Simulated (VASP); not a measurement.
# Cs (Pm-3m) in VASP: further runs

The runs below take Cs through single point, with PBE, HSE06.

Program: VASP 6.6.1. These are calculated values, not measurements. Logs are shortened: lines on timing, memory, paths and dates and some standing lists are left out, and cuts for length are marked.

## Step 1: The cell of the first run

The structure is cubic, space group Pm-3m (No. 221). The conventional cell has a = 5.034 Å, b = 5.034 Å, c = 5.034 Å, α = 90.00°, β = 90.00°, γ = 90.00°.

This isn't the form of Cs at room conditions, which is bcc.

## Step 2: Single point, PBE

File INCAR:

```
SYSTEM = Cs
  ALGO = Normal
  EDIFF = 1E-6
  ENCUT = 520
  GGA = PE
  ISIF = 2
  ISMEAR = -1
  LASPH = .True.
  LCHARG = .False.
  LREAL = .False.
  LWAVE = .False.
  NBANDS = 10
  NELM = 60
  PREC = Accurate
  SIGMA = 0.1
```

File KPOINTS:

```
k-points
0
Gamma
  3 3 3
  0 0 0
```

File POSCAR:

```
Cs
1.0
    5.0344776393      0.0000000000      0.0000000000
    0.0000000000      5.0344776393      0.0000000000
    0.0000000000      0.0000000000      5.0344776393
Cs
1
Direct
    0.0000000000      0.0000000000      0.0000000000
```

Potentials or basis: VASP PAW PBE potentials, release 64 (Cs_sv).

The run is started by

```console
$ cat potpaw_PBE.64/Cs_sv/POTCAR > POTCAR
$ mpirun -np 1 vasp_std > vasp.out
```

OUTCAR:

```text
SYSTEM = Cs
   EDIFF = 1E-6
   ENCUT = 520
   GGA = PE
   ISIF = 2
   ISMEAR = -1
   LASPH = .True.
   LREAL = .False.
   NELM = 60
   PREC = Accurate

 ion  position               nearest neighbor table
   1  0.000  0.000  0.000-

  LATTYP: Found a simple cubic cell.
 ALAT       =     5.0344776393

  Lattice vectors:

 A1 = (   5.0344776393,   0.0000000000,   0.0000000000)
 A2 = (   0.0000000000,   5.0344776393,   0.0000000000)
 A3 = (   0.0000000000,   0.0000000000,   5.0344776393)

Analysis of symmetry for initial positions (statically):
=====================================================================
 Subroutine PRICEL returns:
 Original cell was already a primitive cell.

 Routine SETGRP: Setting up the symmetry group for a
 simple cubic supercell.

 Subroutine GETGRP returns: Found 48 space group operations
 (whereof 48 operations were pure point group operations)
 out of a pool of 48 trial point group operations.

The static configuration has the point symmetry O_h .

Analysis of symmetry for dynamics (positions and initial velocities):
=====================================================================
 Subroutine PRICEL returns:
 Original cell was already a primitive cell.

 Routine SETGRP: Setting up the symmetry group for a
 simple cubic supercell.

 Subroutine GETGRP returns: Found 48 space group operations
 (whereof 48 operations were pure point group operations)
 out of a pool of 48 trial point group operations.

The dynamic configuration has the point symmetry O_h .

 Subroutine INISYM returns: Found 48 space group operations
 (whereof 48 operations are pure point group operations),
 and found     1 'primitive' translations

----------------------------------------------------------------------------------------

                                     Primitive cell

  volume of cell :     127.6037

  direct lattice vectors                    reciprocal lattice vectors
     5.034477639  0.000000000  0.000000000     0.198630339  0.000000000  0.000000000
     0.000000000  5.034477639  0.000000000     0.000000000  0.198630339  0.000000000
     0.000000000  0.000000000  5.034477639     0.000000000  0.000000000  0.198630339

[... 58 lines left out ...]
   ENCUT  =  520.0 eV  38.22 Ry    6.18 a.u.   9.36  9.36  9.36*2*pi/ulx,y,z
   NELM   =     60;   NELMIN=  2; NELMDL= -5     # of ELM steps
   EDIFF  = 0.1E-05   stopping-criterion for ELM
   LREAL  =      F    real-space projection
   EDIFFG = 0.1E-04   stopping-criterion for IOM
   NSW    =      0    number of steps for IOM
   IBRION =     -1    ionic relax: 0-MD 1-quasi-New 2-CG
   NFREE  =      0    steps in history (QN), initial steepest desc. (CG)
   ISIF   =      2    stress and relaxation
   ISYM   =      2    0-nonsym 1-usesym 2-fastsym
   POTIM  = 0.5000    time-step for ionic-motion
   TEBEG  =    0.0;   TEEND  =   0.0 temperature during run
   PSTRESS=    0.0 pullay stress
   NELECT =       9.0000    total number of electrons
   NUPDOWN=      -1.0000    fix difference up-down
   EMIN   =  10.00;   EMAX   =-10.00  energy-range for DOS
   EFERMI =   0.00;   METHOD = LEGACY
   ISMEAR =    -1;   SIGMA  =   0.10  broadening in eV -4-tet -1-fermi 0-gaus
   EFERMI_NEDOS =   21; number of points for ismear=-14 and -15
   IALGO  =     38    algorithm
   IMIX   =      4    mixing-type and parameters
     AMIX     =   0.40;   BMIX     =  1.00
     AMIX_MAG =   1.60;   BMIX_MAG =  1.00
  volume/ion in A,a.u.               =     127.60       861.11
  Fermi-wavevector in a.u.,A,eV,Ry     =   0.676396  1.278204  6.224829  0.457512
  Thomas-Fermi vector in A             =   1.753697
   LORBIT       =      0    0 simple, 1 ext, 2 COOP (PROOUT), +10 PAW based schemes
   GGA     = PE    functional components
   LHFCALC =     F    Hartree Fock is set to
   AEXX    =    0.0000 exact exchange contribution
   IVDW    =     0    specifies the selected vdW correction
   LEPSILON=     F    determine dielectric tensor
   LRPA    =     F    only Hartree local field effects (RPA)
 non-spin polarized calculation
  energy-cutoff  :      520.00
  volume of cell :      127.60
 maximum number of plane-waves:      3451
 NGX is ok and might be reduce to    40
   NGX = 19   NGY = 19   NGZ = 19

 number of electron       9.0000000 magnetization

 Free energy of the ion-electron system (eV)
  ---------------------------------------------------
  ext. energy  EPLUGINS =         0.00000000
  ---------------------------------------------------
  free energy    TOTEN  =        -0.76402801 eV

  energy without entropy =       -0.70009882  energy(sigma->0) =       -0.73206342

 E-fermi :   0.1622     XC(G=0):  -5.1423

 val. band max:        0.1470399688   @ k =   0.3333   0.3333   0.0000
 cond. band min:       0.6686095073   @ k =   0.3333   0.3333   0.3333
 fundamental gap:      0.5215695386
 Fermi energy:         0.1622089887

 k-point     1 :       0.0000    0.0000    0.0000
  band No.  band energies     occupation
      1     -23.8333      2.00000
      2     -10.5668      2.00000
      3     -10.5668      2.00000
      4     -10.5668      2.00000
      5      -1.3431      2.00000
      6       1.5879      0.00000
      7       1.5879      0.00000
      8       4.4296      0.00000
      9       4.4296      0.00000
     10       4.4296      0.00000
[... 27 lines left out ...]
 k-point     4 :       0.3333    0.3333    0.3333
  band No.  band energies     occupation
      1     -23.8197      2.00000
      2     -10.6595      2.00000
      3     -10.6555      2.00000
      4     -10.6555      2.00000
      5       0.6686      0.01256
      6       1.7229      0.00000
      7       1.7229      0.00000
      8       2.5762      0.00000
      9       3.1558      0.00000
     10       3.1558      0.00000

------------------------ aborting loop because EDIFF is reached ----------------------------------------

  FORCE on cell =-STRESS in cart. coord.  units (eV):
  Direction    XX          YY          ZZ          XY          YZ          ZX
  --------------------------------------------------------------------------------------
  -------------------------------------------------------------------------------------
  Total       -0.0289558     -0.0289558     -0.0289558     -0.0000000     -0.0000000     -0.0000000
  in kB       -0.3635658     -0.3635658     -0.3635658     -0.0000000     -0.0000000     -0.0000000
  external PRESSURE =      -0.3635658 kB  Pullay stress =       0.0000000 kB

 VOLUME and BASIS-vectors are now :
 -----------------------------------------------------------------------------
  energy-cutoff  :      520.00
  volume of cell :      127.60
      direct lattice vectors                 reciprocal lattice vectors
     5.034477639  0.000000000  0.000000000     0.198630339  0.000000000  0.000000000
     0.000000000  5.034477639  0.000000000     0.000000000  0.198630339  0.000000000
     0.000000000  0.000000000  5.034477639     0.000000000  0.000000000  0.198630339

 POSITION                                       TOTAL-FORCE (eV/Angst)
 -----------------------------------------------------------------------------------
      0.00000      0.00000      0.00000         0.000000      0.000000      0.000000
 -----------------------------------------------------------------------------------
    total drift:                                0.000000     -0.000000     -0.000000

  FREE ENERGIE OF THE ION-ELECTRON SYSTEM (eV)
  ---------------------------------------------------
  free  energy   TOTEN  =        -0.7640280137 eV

  energy  without entropy=       -0.7000988181  energy(sigma->0) =       -0.73206342
```

Run time: 6.6 s. Hardware: 1 thread of Intel Xeon Platinum 8259CL at 2.50GHz (Skylake/Cascade Lake), shared host; peak memory 0.22 GiB.

Results:

```
Free energy            : -0.7640 eV
Pressure               : 0.0 GPa
Band gap on the k mesh : zero (an odd number of electrons rules out a gap without spin polarisation)
```

Levels at points of the mesh, in eV from the Fermi level:
| k point | band 3 | band 4 | band 5 | band 6 | band 7 | band 8 |
| --- | --- | --- | --- | --- | --- | --- |
| (0.00, 0.00, 0.00) | -10.73 | -10.73 | -1.51 | 1.43 | 1.43 | 4.27 |

Caveat: the k points lie up to 0.42 Å⁻¹ apart, too coarse for converged energies and pressures of a metal; spin-orbit coupling is left out, which moves the levels of the heavy elements.

## Step 3: Single point, HSE06

POSCAR is that of step 2.

File INCAR.step1:

```
SYSTEM = Cs
PREC = Accurate
ENCUT = 520
EDIFF = 1E-5
ISMEAR = -1
SIGMA = 0.1
LREAL = .FALSE.
LASPH = .TRUE.
NELM = 60
ALGO = Normal
ISIF = 2
LWAVE = .TRUE.
LCHARG = .FALSE.
GGA = PE
NBANDS = 10
```

File INCAR.step2:

```
SYSTEM = Cs
PREC = Accurate
ENCUT = 520
EDIFF = 1E-6
ISMEAR = -1
SIGMA = 0.1
LREAL = .FALSE.
LASPH = .TRUE.
NELM = 60
ALGO = Normal
ISIF = 2
LWAVE = .FALSE.
LCHARG = .FALSE.
GGA = PE
LHFCALC = .TRUE.
HFSCREEN = 0.2079
PRECFOCK = Normal
ISTART = 1
NBANDS = 10
```

File KPOINTS:

```
regular mesh
0
G
  3 3 3
  0 0 0
```

Potentials or basis: VASP PAW PBE potentials, release 64 (Cs_sv).

The run is started by

```console
$ cat potpaw_PBE.64/Cs_sv/POTCAR > POTCAR
$ cp INCAR.step1 INCAR
$ mpirun -np 1 vasp_std > vasp.out
$ cp INCAR.step2 INCAR
$ mpirun -np 1 vasp_std > vasp.out
```

Wall time 90 s (1 thread of Intel Xeon Platinum 8259CL at 2.50GHz (Skylake/Cascade Lake), shared host); peak memory 0.33 GiB.

The run converged. Its results:

* Free energy: -0.8331 eV
* Pressure: 0.0 GPa
* Band gap on the k mesh: zero (an odd number of electrons rules out a gap without spin polarisation)

Levels at points of the mesh, in eV from the Fermi level:
| k point | band 2 | band 3 | band 4 | band 5 | band 6 | band 7 | band 8 | band 9 |
| --- | --- | --- | --- | --- | --- | --- | --- | --- |
| (0.00, 0.00, 0.00) | -11.86 | -11.86 | -11.86 | -1.72 | 1.72 | 1.72 | 4.80 | 4.80 |

Caveat: the k points lie up to 0.42 Å⁻¹ apart, too coarse for converged energies and pressures of a metal; the PAW data sets were made with another functional, which shifts forces and pressure a little; spin-orbit coupling is left out, which moves the levels of the heavy elements.
